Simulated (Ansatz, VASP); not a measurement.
# Sb in VASP and in Ansatz

The input INCAR:

```
SYSTEM = Sb
PREC     = Accurate       ! precision mode
ENCUT    = 520            ! plane-wave cutoff, eV
EDIFF    = 1E-6           ! SCF threshold, eV
ISMEAR   = -1             ! smearing method
SIGMA    = 0.1            ! smearing width, eV
LREAL    = .False.        ! projectors in reciprocal space
LASPH    = .True.         ! aspherical terms in the spheres
NELM     = 100            ! most SCF steps
ALGO     = Normal         ! electronic algorithm
ISIF     = 2              ! what is computed and relaxed
LWAVE    = .False.        ! write WAVECAR
LCHARG   = .False.        ! write CHGCAR
GGA      = B5             ! functional
ALDAX    = 1.0          
AGGAX    = 1.0          
AGGAC    = 1.0          
ALDAC    = 0.0          
NBANDS   = 18             ! bands
```

Contents of KPOINTS:

```
Automatic mesh
0
Gamma
  12 12 3
  0 0 0
```

The input POSCAR:

```
Sb
1.0
    3.2940477791      0.0000000000      0.0000000000
   -1.6470238896      2.8527290580      0.0000000000
    0.0000000000      0.0000000000     11.3694508727
Sb
4
Direct
    1.0000000000      1.0000000000      0.0000000000
    1.0000000000      1.0000000000      0.5000000000
    0.3333333333      0.6666666667      0.2500000000
    0.6666666667      0.3333333333      0.7500000000
```

Input for Ansatz:

```yaml
crystal:
  lattice:
    - [3.2940477791, 0.0, 0.0]
    - [-1.6470238896, 2.852729058, 0.0]
    - [0.0, 0.0, 11.3694508727]
  atoms:
    - { symbol: Sb, position: [1.0, 1.0, 0.0] }
    - { symbol: Sb, position: [1.0, 1.0, 0.5] }
    - { symbol: Sb, position: [0.3333333333, 0.6666666667, 0.25] }
    - { symbol: Sb, position: [0.6666666667, 0.3333333333, 0.75] }
hamiltonian:
  xc: blyp
  pseudopotentials:
    kind: paw
    azcp:
      Sb: "pseudopotentials/Sb.paw.azcp"
basis:
  ecutwfc: 420
  fft_grid_basis: typed
kpoints:
  mp_grid: { grid: [12, 12, 3], shift: [0, 0, 0] }
magnetization:
  spin_polarized: false
scf:
  occupations: { method: fermi_dirac, width: 0.1 }
  lower_state_search: "off"
output:
  stress: true
  write_density: true
  write_potential: true
  elf: true
  volumetric_format: npy
```

Alike in both runs: task single point; functional BLYP; k mesh 12 × 12 × 3; occupations fermi-dirac, width 0.1 eV; no spin polarisation.

|  | VASP | Ansatz |
| --- | --- | --- |
| version | VASP 6.6.1 | Ansatz 0.2.0 |
| potentials or method | VASP PAW PBE potentials, release 64 (Sb), cutoff 520 eV | plane waves (420 eV) with PAW, scalar-relativistic |
| valence electrons in the cell | 20 | 60 |

|  | VASP | Ansatz | Ansatz less VASP |
| --- | --- | --- | --- |
| pressure (GPa) | 8.0 | 7.7 | -0.23 |
| traceless stress, the component that is largest in VASP (GPa) | -1.10 | -1.06 | +0.033 |

VASP's potentials were made for PBE, not for BLYP. With one functional, cell and mesh, what is left measures potentials, basis and numerics. VASP's potentials hold 20 valence electrons a cell and Ansatz's 60, so a difference there can come from the potentials and not from the codes.

Neither program's run includes spin-orbit coupling.
